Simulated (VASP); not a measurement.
# BiPbCl5 (P1) in VASP: further runs, part 2 of 2

VASP 6.6.1.

### Step 3. Single point, PBE

Input file INCAR:

```
ALGO     = Normal         # electronic algorithm
EDIFF    = 1E-6           # SCF threshold, eV
ENCUT    = 520            # plane-wave cutoff, eV
GGA      = PE             # functional
ISIF     = 2              # what is computed and relaxed
ISMEAR   = 0              # smearing method
LASPH    = True           # aspherical terms in the spheres
LCHARG   = True           # write CHGCAR
LELF     = True           # ELF
LREAL    = False          # projectors in reciprocal space
LVHAR    = True         
LWAVE    = False          # write WAVECAR
NBANDS   = 41             # bands
NELM     = 80             # most SCF steps
PREC     = Accurate       # precision mode
SIGMA    = 0.1            # smearing width, eV
```

Input file KPOINTS:

```
k-points
0
Gamma
  4 4 2
```

Input file POSCAR:

```
BiPbCl5
1.0
    4.3495149510      0.0000000000      0.0000000000
   -0.0572942183      6.0513825041      0.0000000000
   -0.0035412820     -0.4245050616      9.1241438285
Bi Pb Cl
1 1 5
Direct
    0.0008967510      0.7769424177      0.4875931233
    0.4981269011      0.8203867581      0.9298202045
    0.9975485434      0.3885611237      0.3830693529
    0.9970878417      0.5721503184      0.7460856698
    0.5005212353      0.8417950502      0.2973785193
    0.5021234404      0.0074529181      0.6574865210
    0.0036952872      0.0927114137      0.9985666092
```

Potentials or basis: VASP PAW PBE potentials, release 64 (Bi_d, Pb_d, Cl).

On the command line:

```sh
$ cat potpaw_PBE.64/Bi_d/POTCAR potpaw_PBE.64/Pb_d/POTCAR potpaw_PBE.64/Cl/POTCAR > POTCAR
$ mpirun -np 1 vasp_std > vasp.out
```

OUTCAR:

```text
EDIFF = 1E-6
   ENCUT = 520
   GGA = PE
   ISIF = 2
   ISMEAR = 0
   LASPH = True
   LREAL = False
   NELM = 80
   PREC = Accurate

 ion  position               nearest neighbor table
   1  0.001  0.777  0.488-   3 2.50   4 2.72   5 2.82   5 2.83   6 2.97   6 2.99
   2  0.498  0.820  0.930-   7 2.78   6 2.78   7 2.79   4 3.09   4 3.10   5 3.35
   3  0.998  0.389  0.383-   1 2.50
   4  0.997  0.572  0.746-   1 2.72   2 3.09   2 3.10
   5  0.501  0.842  0.297-   1 2.82   1 2.83   2 3.35
   6  0.502  0.007  0.657-   2 2.78   1 2.97   1 2.99
   7  0.004  0.093  0.999-   2 2.78   2 2.79

  LATTYP: Found a triclinic cell.
 ALAT       =     7.4190558044
 B/A-ratio  =     0.5862626007
 C/A-ratio  =     1.2311558999
 COS(alpha) =     0.0003877027
 COS(beta)  =     0.0381319768
 COS(gamma) =     0.5785400253

  Lattice vectors:

 A1 = (   4.2922207327,   6.0513825041,   0.0000000000)
 A2 = (   4.3495149510,   0.0000000000,   0.0000000000)
 A3 = (   0.0035412820,   0.4245050616,  -9.1241438285)

Analysis of symmetry for initial positions (statically):
[... 182 lines left out ...]
 fundamental gap:      3.2442680022
 Fermi energy:         0.3679084054

 k-point     1 :       0.0000    0.0000    0.0000
  band No.  band energies     occupation
      1     -22.3115      2.00000
      2     -22.2874      2.00000
      3     -22.2332      2.00000
      4     -22.2221      2.00000
      5     -22.1917      2.00000
      6     -15.4745      2.00000
[... 869 lines left out ...]
     40       8.7880      0.00000
     41       9.1827      0.00000

------------------------ aborting loop because EDIFF is reached ----------------------------------------

  FORCE on cell =-STRESS in cart. coord.  units (eV):
  Direction    XX          YY          ZZ          XY          YZ          ZX
  --------------------------------------------------------------------------------------
  -------------------------------------------------------------------------------------
  Total       -0.1273225     -0.0882288     -0.1546495      0.0126976     -0.0048468     -0.0068032
  in kB       -0.8494310     -0.5886179     -1.0317429      0.0847118     -0.0323355     -0.0453873
  external PRESSURE =      -0.8232639 kB  Pullay stress =       0.0000000 kB

 VOLUME and BASIS-vectors are now :
 -----------------------------------------------------------------------------
  energy-cutoff  :      520.00
  volume of cell :      240.15
      direct lattice vectors                 reciprocal lattice vectors
     4.349514951  0.000000000  0.000000000     0.229910694  0.002176784  0.000190509
    -0.057294218  6.051382504  0.000000000     0.000000000  0.165251494  0.007688403
    -0.003541282 -0.424505062  9.124143828     0.000000000  0.000000000  0.109599324

 POSITION                                       TOTAL-FORCE (eV/Angst)
 -----------------------------------------------------------------------------------
     -0.04234      4.49459      4.44887        -0.004098      0.023295      0.038068
      2.11631      4.56976      8.48381         0.007856      0.012788     -0.019108
      4.31523      2.18872      3.49518        -0.000096     -0.006288     -0.008827
      4.30143      3.14558      6.80739        -0.000220      0.004114      0.009220
      2.12774      4.96779      2.71332         0.003313     -0.009102     -0.012849
      2.18124     -0.23401      5.99900        -0.000209     -0.006093      0.003200
      0.00722      0.13714      9.11107        -0.006546     -0.018713     -0.009703
 -----------------------------------------------------------------------------------
    total drift:                                0.000221      0.000903      0.001346

  FREE ENERGIE OF THE ION-ELECTRON SYSTEM (eV)
  ---------------------------------------------------
  free  energy   TOTEN  =       -23.5678257674 eV

  energy  without entropy=      -23.5678257674  energy(sigma->0) =      -23.56782577
```

stdout:

```text
POSCAR found type information on POSCAR BiPbCl
 POSCAR found :  3 types and       7 ions
 scaLAPACK will be used
 LDA part: xc-table for (Slater+PW92), standard interpolation
 POSCAR, INCAR and KPOINTS ok, starting setup
 FFT: planning ... GRIDC
 FFT: planning ... GRID_SOFT
 FFT: planning ... GRID
 WAVECAR not read
 entering main loop
```

It took 3 min on 1 thread of Intel Xeon Platinum 8259CL at 2.50GHz (Skylake/Cascade Lake), shared host; peak memory 0.42 GiB.

Results:

```
Free energy            : -23.5678 eV
Pressure               : -0.1 GPa
Largest force          : 0.045 eV/Å
Band gap on the k mesh : 3.24 eV (least direct gap 3.30 eV)
```

Forces on the atoms (eV/Å):
```
Bi  -0.004  0.023  0.038
Pb   0.008  0.013 -0.019
Cl   0.000 -0.006 -0.009
Cl   0.000  0.004  0.009
Cl   0.003 -0.009 -0.013
Cl   0.000 -0.006  0.003
Cl  -0.007 -0.019 -0.010
```

Caveat: spin-orbit coupling is left out, which moves the levels of the heavy elements.
